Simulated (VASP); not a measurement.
Mo: relaxation of cell and atoms with LDA

Crystal: Mo.

```
CELL_PARAMETERS angstrom
-1.57500 1.57500 1.57500
1.57500 -1.57500 1.57500
1.57500 1.57500 -1.57500
ATOMIC_POSITIONS crystal
Mo 0.00000 0.00000 0.00000
```

| Quantity | Value |
| --- | --- |
| Program | VASP 6.6.1 |
| Task | relaxation of cell and atoms |
| Functional | LDA |
| Potentials or basis | VASP PAW LDA potentials, release 64 (Mo_sv) |
| Cutoff | 600 eV |
| k mesh | 24 × 24 × 24 |
| Occupations | methfessel-paxton, width 0.1 eV |
| Spin | no spin polarisation |
| Dipole correction | no |
| Further INCAR settings | ALGO = Normal; EDIFF = 1e-06; IBRION = 2; EDIFFG = -0.005; NSW = 60; ISIF = 3 |

* Relaxed volume: 15.12 Å³/atom
* Relaxed cell: a = 2.698 Å, b = 2.698 Å, c = 2.698 Å, α = 109.47°, β = 109.47°, γ = 109.47°
* Space group after relaxing (to 0.1 Å): Im-3m (No. 229)
* Energy gained by relaxing: 14.7 meV/atom
* Ionic steps: 7
* Pressure after relaxing: 0.0 GPa
* Band gap on the k mesh: zero (bands 7 and 8 overlap by 5.64 eV)

Step by step:
```tsv
step	energy change (eV)	largest force (eV/Å)	pressure (GPa)	volume (Å³)
1	0.0000	0.0000	-9.01	15.63
2	0.1250	0.0000	34.86	13.72
3	-0.0147	0.0000	-0.40	15.14
4	-0.0147	0.0000	-0.06	15.12
5	-0.0147	0.0000	0.11	15.11
6	-0.0147	0.0000	-0.22	15.13
7	-0.0147	0.0000	0.02	15.12
```

Final structure:
```
Mo
1.0
    -1.55769    1.55769    1.55769
     1.55769   -1.55769    1.55769
     1.55769    1.55769   -1.55769
Mo
1
Direct
  0.00000 0.00000 0.00000
```

Levels at points of the mesh, in eV from the Fermi level:
```tsv
k point	band 5	band 6	band 7	band 8	band 9	band 10
(0.00, 0.00, 0.00)	-7.40	-1.51	-1.51	-1.51	1.62	1.62
(0.50, 0.00, 0.00)	-5.60	-3.64	1.68	1.75	2.33	4.96
(0.50, 0.50, 0.50)	-5.79	-5.79	4.14	4.14	4.14	9.25
```

Run time: 3.9 min on 1 thread of Intel(R) Xeon(R) Platinum 8259CL CPU @ 2.50GHz (Skylake/Cascade Lake), on a shared host, peak memory 0.22 GiB.
